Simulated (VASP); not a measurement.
# TiAl (Cmmm) in VASP: further runs

The runs below take TiAl through single point, with r2SCAN.

Everything below comes from runs of VASP 6.6.1. Logs are shortened: lines on timing, memory, paths and dates and some standing lists are left out, and cuts for length are marked.

## 1. The cell of the first run

Symmetry: Cmmm, No. 65, orthorhombic system. Conventional cell: a = 4.445 Å, b = 4.546 Å, c = 3.179 Å, α = 90.00°, β = 90.00°, γ = 90.00°. Ti (site symmetry mmm) has 8 Al at 2.73 to 2.77 Å and 6 Ti at 3.18 Å within 3.6 Å. Al (site symmetry mmm) has 8 Ti at 2.73 to 2.77 Å and 6 Al at 3.18 Å within 3.6 Å.

## 2. Single point, r2SCAN (strain +0.0225 x Voigt [0, 0, 0, 0, 0, 1])

The input, POSCAR:

```
TiAl
1.0
    3.1790640000      0.0357644700      0.0000000000
    0.0357644700      3.1790640000      0.0000000000
    0.0000000000      0.0000000000      3.1790640000
Ti Al
1 1
Direct
    0.0000000000      0.0000000000      0.0000000000
    0.5000000000      0.5000000000      0.5000000000
```

The input, INCAR.step1:

```
ALGO = Normal
EDIFF = 1E-4
ENCUT = 520
GGA = PE
ISMEAR = 0
LASPH = T
LCHARG = F
LREAL = F
LWAVE = T
NBANDS = 14
NELM = 80
PREC = Accurate
SIGMA = 0.15
```

The input, INCAR.step2:

```
ALGO = Normal
EDIFF = 1E-7
ENCUT = 520
ISIF = 2
ISMEAR = 0
ISTART = 1
LASPH = T
LCHARG = F
LMIXTAU = T
LREAL = F
LWAVE = F
METAGGA = R2SCAN
NBANDS = 14
NELM = 80
PREC = Accurate
SIGMA = 0.15
```

The input, KPOINTS:

```
k-points
0
Gamma
  16 16 16
```

Potentials or basis: VASP PAW PBE potentials, release 64 (Ti_sv, Al).

Started as:

```
> cat potpaw_PBE.64/Ti_sv/POTCAR potpaw_PBE.64/Al/POTCAR > POTCAR
> cp INCAR.step1 INCAR
> mpirun -np 1 vasp_std > vasp.out
> cp INCAR.step2 INCAR
> mpirun -np 1 vasp_std > vasp.out
```

OUTCAR:

```text
EDIFF = 1E-7
   ENCUT = 520
   ISIF = 2
   ISMEAR = 0
   ISTART = 1
   LASPH = T
   LREAL = F
   METAGGA = R2SCAN
   NELM = 80
   PREC = Accurate

 ion  position               nearest neighbor table
   1  0.000  0.000  0.000-   2 2.73   2 2.73   2 2.73   2 2.73   2 2.77   2 2.77   2 2.77   2 2.77

   2  0.500  0.500  0.500-   1 2.73   1 2.73   1 2.73   1 2.73   1 2.77   1 2.77   1 2.77   1 2.77

  LATTYP: Found a base centered orthorhombic cell.
 ALAT       =     4.4452968259
 B/A-ratio  =     1.0227560051
 C/A-ratio  =     0.7151522439

  Lattice vectors:

 A1 = (  -0.0357644700,  -3.1790640000,   0.0000000000)
 A2 = (   3.1790640000,   0.0357644700,   0.0000000000)
 A3 = (   0.0000000000,   0.0000000000,   3.1790640000)

Analysis of symmetry for initial positions (statically):
=====================================================================
 Subroutine PRICEL returns:
 Original cell was already a primitive cell.

 Routine SETGRP: Setting up the symmetry group for a
 base centered orthorhombic supercell.

 Subroutine GETGRP returns: Found  8 space group operations
 (whereof  8 operations were pure point group operations)
 out of a pool of  8 trial point group operations.

The static configuration has the point symmetry D_2h.

Analysis of symmetry for dynamics (positions and initial velocities):
=====================================================================
 Subroutine PRICEL returns:
 Original cell was already a primitive cell.

 Routine SETGRP: Setting up the symmetry group for a
 base centered orthorhombic supercell.

 Subroutine GETGRP returns: Found  8 space group operations
 (whereof  8 operations were pure point group operations)
 out of a pool of  8 trial point group operations.

The dynamic configuration has the point symmetry D_2h.

 Subroutine INISYM returns: Found  8 space group operations
 (whereof  8 operations are pure point group operations),
 and found     1 'primitive' translations

----------------------------------------------------------------------------------------

                                     Primitive cell

  volume of cell :      32.1250

  direct lattice vectors                    reciprocal lattice vectors
     3.179064000  0.035764470  0.000000000     0.314597812 -0.003539225  0.000000000
     0.035764470  3.179064000  0.000000000    -0.003539225  0.314597812  0.000000000
     0.000000000  0.000000000  3.179064000     0.000000000  0.000000000  0.314557996

  length of vectors
     3.179265169  3.179265169  3.179064000     0.314617719  0.314617719  0.314557996

  position of ions in fractional coordinates (direct lattice)
     0.000000000  0.000000000  0.000000000
     0.500000000  0.500000000  0.500000000

  ion indices of the primitive-cell ions
   primitive index   ion index
                 1           1
                 2           2

----------------------------------------------------------------------------------------

 KPOINTS: k-points

Automatic generation of k-mesh.
 Grid dimensions read from file:
 generate k-points for:   16   16   16

 Generating k-lattice:

  Cartesian coordinates                     Fractional coordinates (reciprocal lattice)
     0.019662363 -0.000221202  0.000000000     0.062500000  0.000000000  0.000000000
    -0.000221202  0.019662363  0.000000000     0.000000000  0.062500000  0.000000000
     0.000000000  0.000000000  0.019659875     0.000000000  0.000000000  0.062500000

  Length of vectors
     0.019663607  0.019663607  0.019659875

  Shift w.r.t. Gamma in fractional coordinates (k-lattice)
     0.000000000  0.000000000  0.000000000

 Subroutine IBZKPT returns following result:
 ===========================================

 Found    657 irreducible k-points:

 Following reciprocal coordinates:
            Coordinates               Weight
  0.000000  0.000000  0.000000      1.000000
  0.062500  0.000000  0.000000      4.000000
  0.125000  0.000000  0.000000      4.000000
  0.187500  0.000000  0.000000      4.000000
  0.250000  0.000000  0.000000      4.000000
  0.312500  0.000000  0.000000      4.000000
[... 16 lines left out ...]
 -0.125000  0.062500  0.000000      4.000000
 -0.062500  0.062500  0.000000      2.000000
 [... further k-points ...]
   k-points           NKPTS =    657   k-points in BZ     NKDIM =    657   number of bands    NBANDS=     14
   number of dos      NEDOS =    301   number of ions     NIONS =      2
   total plane-waves  NPLWV =  13824
   dimension x,y,z NGX =    24 NGY =   24 NGZ =   24
   dimension x,y,z NGXF=    48 NGYF=   48 NGZF=   48
   ions per type =               1   1
   NGX,Y,Z   is equivalent  to a cutoff of  12.55, 12.55, 12.55 a.u.
   NGXF,Y,Z  is equivalent  to a cutoff of  25.10, 25.10, 25.10 a.u.
 SYSTEM =  unknown system
   PREC   = accura    normal or accurate (medium, high low for compatibility)
   ISTART =      1    job   : 0-new  1-cont  2-samecut
   ICHARG =      0    charge: 1-file 2-atom 10-const
   ISPIN  =      1    spin polarized calculation?
   LNONCOLLINEAR =      F non collinear calculations
   LSORBIT =      F    spin-orbit coupling
   LASPH  =      T    aspherical Exc in radial PAW
   ENCUT  =  520.0 eV  38.22 Ry    6.18 a.u.   5.91  5.91  5.91*2*pi/ulx,y,z
   NELM   =     80;   NELMIN=  2; NELMDL=  0     # of ELM steps
   EDIFF  = 0.1E-06   stopping-criterion for ELM
   LREAL  =      F    real-space projection
   EDIFFG = 0.1E-05   stopping-criterion for IOM
   NSW    =      0    number of steps for IOM
   IBRION =     -1    ionic relax: 0-MD 1-quasi-New 2-CG
   NFREE  =      0    steps in history (QN), initial steepest desc. (CG)
   ISIF   =      2    stress and relaxation
   ISYM   =      2    0-nonsym 1-usesym 2-fastsym
   POTIM  = 0.5000    time-step for ionic-motion
   TEBEG  =    0.0;   TEEND  =   0.0 temperature during run
   PSTRESS=    0.0 pullay stress
   NELECT =      15.0000    total number of electrons
   NUPDOWN=      -1.0000    fix difference up-down
   EMIN   =  10.00;   EMAX   =-10.00  energy-range for DOS
   EFERMI =   0.00;   METHOD = LEGACY
   ISMEAR =     0;   SIGMA  =   0.15  broadening in eV -4-tet -1-fermi 0-gaus
   EFERMI_NEDOS =   21; number of points for ismear=-14 and -15
   IALGO  =     38    algorithm
   IMIX   =      4    mixing-type and parameters
     AMIX     =   0.40;   BMIX     =  1.00
     AMIX_MAG =   1.60;   BMIX_MAG =  1.00
  volume/ion in A,a.u.               =      16.06       108.40
  Fermi-wavevector in a.u.,A,eV,Ry     =   1.270060  2.400066 21.946917  1.613053
  Thomas-Fermi vector in A             =   2.403068
   LORBIT       =      0    0 simple, 1 ext, 2 COOP (PROOUT), +10 PAW based schemes
   METAGGA = R2SCAN    functional components
   LHFCALC =     F    Hartree Fock is set to
   AEXX    =    0.0000 exact exchange contribution
   IVDW    =     0    specifies the selected vdW correction
   LEPSILON=     F    determine dielectric tensor
   LRPA    =     F    only Hartree local field effects (RPA)
 non-spin polarized calculation
 Gauss-broadening in eV      SIGMA  =   0.15
  energy-cutoff  :      520.00
  volume of cell :       32.12
 maximum number of plane-waves:       894
   NGX = 11   NGY = 11   NGZ = 11

 number of electron      14.9999992 magnetization

 Free energy of the ion-electron system (eV)
  ---------------------------------------------------
  ext. energy  EPLUGINS =         0.00000000
  ---------------------------------------------------
  free energy    TOTEN  =       -20.31786835 eV

  energy without entropy =      -20.29558705  energy(sigma->0) =      -20.30672770

 E-fermi :   8.8340     XC(G=0): -11.9014

 val. band max:        8.8328786115   @ k =  -0.3750   0.1875   0.1250
 cond. band min:       8.8369854584   @ k =   0.3125   0.2500   0.3125
 fundamental gap:      0.0041068468
 Fermi energy:         8.8339846235

 k-point     1 :       0.0000    0.0000    0.0000
  band No.  band energies     occupation
      1     -50.4467      2.00000
      2     -25.6136      2.00000
      3     -25.6011      2.00000
      4     -25.5889      2.00000
      5      -1.0300      2.00000
      6       7.2121      2.00000
      7       7.2157      2.00000
      8      10.8157      0.00000
      9      10.8741      0.00000
     10      10.9419      0.00000
     11      13.4190      0.00000
     12      13.4544      0.00000
     13      13.4998      0.00000
     14      17.9034      0.00000

 k-point     2 :       0.0625    0.0000    0.0000
  band No.  band energies     occupation
      1     -50.4461      2.00000
      2     -25.6174      2.00000
      3     -25.6005      2.00000
      4     -25.5916      2.00000
      5      -0.9644      2.00000
      6       7.1795      2.00000
      7       7.2434      2.00000
      8      10.7306      0.00000
      9      10.7521      0.00000
     10      10.9122      0.00000
     11      13.1643      0.00000
     12      13.6246      0.00000
     13      13.6339      0.00000
     14      17.8178      0.00000

 k-point     3 :       0.1250    0.0000    0.0000
  band No.  band energies     occupation
      1     -50.4444      2.00000
      2     -25.6329      2.00000
      3     -25.5988      2.00000
      4     -25.5946      2.00000
      5      -0.7689      2.00000
      6       7.0446      2.00000
      7       7.3318      2.00000
      8      10.4549      0.00000
      9      10.4613      0.00000
     10      10.9179      0.00000
     11      12.5594      0.00000
     12      14.0611      0.00000
     13      14.0664      0.00000
     14      17.5710      0.00000
[... 324 lines left out ...]
 k-point    23 :      -0.1250    0.0625    0.0000
  band No.  band energies     occupation
      1     -50.4438      2.00000
      2     -25.6339      2.00000
      3     -25.6001      2.00000
      4     -25.5982      2.00000
      5      -0.6981      2.00000
      6       7.0549      2.00000
      7       7.3086      2.00000
      8      10.3453      0.00000
      9      10.4109      0.00000
     10      10.8676      0.00000
     11      12.6910      0.00000
     12      13.7179      0.00000
     13      14.2186      0.00000
     14      17.7480      0.00000

 k-point    24 :      -0.0625    0.0625    0.0000
  band No.  band energies     occupation
      1     -50.4455      2.00000
      2     -25.6205      2.00000
      3     -25.5999      2.00000
      4     -25.5951      2.00000
      5      -0.8958      2.00000
      6       7.1738      2.00000
      7       7.2377      2.00000
      8      10.6404      0.00000
      9      10.6412      0.00000
     10      10.8932      0.00000
     11      13.3039      0.00000
     12      13.3295      0.00000
     13      13.7926      0.00000
     14      17.9127      0.00000

 [... further k-points ...]

------------------------ aborting loop because EDIFF is reached ----------------------------------------

  FORCE on cell =-STRESS in cart. coord.  units (eV):
  Direction    XX          YY          ZZ          XY          YZ          ZX
  --------------------------------------------------------------------------------------
  -------------------------------------------------------------------------------------
  Total       -0.1242242     -0.1242242     -0.1059823     -0.3484002      0.0000000      0.0000000
  in kB       -6.1954680     -6.1954680     -5.2856820    -17.3758520      0.0000000      0.0000000
  external PRESSURE =      -5.8922060 kB  Pullay stress =       0.0000000 kB

 VOLUME and BASIS-vectors are now :
 -----------------------------------------------------------------------------
  energy-cutoff  :      520.00
  volume of cell :       32.12
      direct lattice vectors                 reciprocal lattice vectors
     3.179064000  0.035764470  0.000000000     0.314597812 -0.003539225  0.000000000
     0.035764470  3.179064000  0.000000000    -0.003539225  0.314597812  0.000000000
     0.000000000  0.000000000  3.179064000     0.000000000  0.000000000  0.314557996

 POSITION                                       TOTAL-FORCE (eV/Angst)
 -----------------------------------------------------------------------------------
      0.00000      0.00000      0.00000         0.000000      0.000000      0.000000
      1.60741      1.60741      1.58953        -0.000000      0.000000      0.000000
 -----------------------------------------------------------------------------------
    total drift:                                0.000000      0.000000      0.000000

  FREE ENERGIE OF THE ION-ELECTRON SYSTEM (eV)
  ---------------------------------------------------
  free  energy   TOTEN  =       -20.3178683516 eV

  energy  without entropy=      -20.2955870510  energy(sigma->0) =      -20.30672770
```

Wall time 12 min (1 thread of AMD EPYC 9R45 (Zen 5), shared host); peak memory 0.37 GiB.

What came out:

* Free energy: -20.3179 eV
* Pressure: -0.6 GPa

Stress tensor (GPa, compression positive):
```
-0.62 -1.74  0.00
-1.74 -0.62  0.00
 0.00  0.00 -0.53
```

Levels at points of the mesh, in eV from the Fermi level:
| k point | band 3 | band 4 | band 5 | band 6 | band 7 | band 8 | band 9 | band 10 | band 11 | band 12 |
| --- | --- | --- | --- | --- | --- | --- | --- | --- | --- | --- |
| (0.00, 0.00, 0.00) | -34.44 | -34.42 | -9.86 | -1.62 | -1.62 | 1.98 | 2.04 | 2.11 | 4.59 | 4.62 |
| (0.50, 0.00, 0.00) | -34.42 | -34.42 | -6.45 | -5.60 | -0.66 | 0.28 | 0.29 | 2.26 | 3.10 | 6.66 |
| (0.50, 0.50, 0.00) | -34.58 | -34.40 | -5.24 | -2.55 | -2.27 | -1.63 | 0.85 | 0.90 | 2.82 | 4.90 |
| (0.00, 0.00, 0.50) | -34.43 | -34.41 | -6.45 | -5.60 | -0.65 | 0.18 | 0.38 | 2.25 | 3.10 | 6.68 |
| (0.50, 0.00, 0.50) | -34.59 | -34.40 | -5.23 | -2.41 | -2.41 | -1.63 | 0.87 | 0.88 | 2.82 | 4.94 |
| (0.50, 0.50, 0.50) | -34.57 | -34.56 | -3.31 | -3.27 | -3.23 | 0.91 | 2.71 | 2.89 | 2.89 | 2.89 |

Caveat: the cell differs from its parent crystal (strain +0.0225 x Voigt [0, 0, 0, 0, 0, 1]); the PAW data sets were made with another functional, which shifts forces and pressure a little.

(Continued in part 2 of 2.)
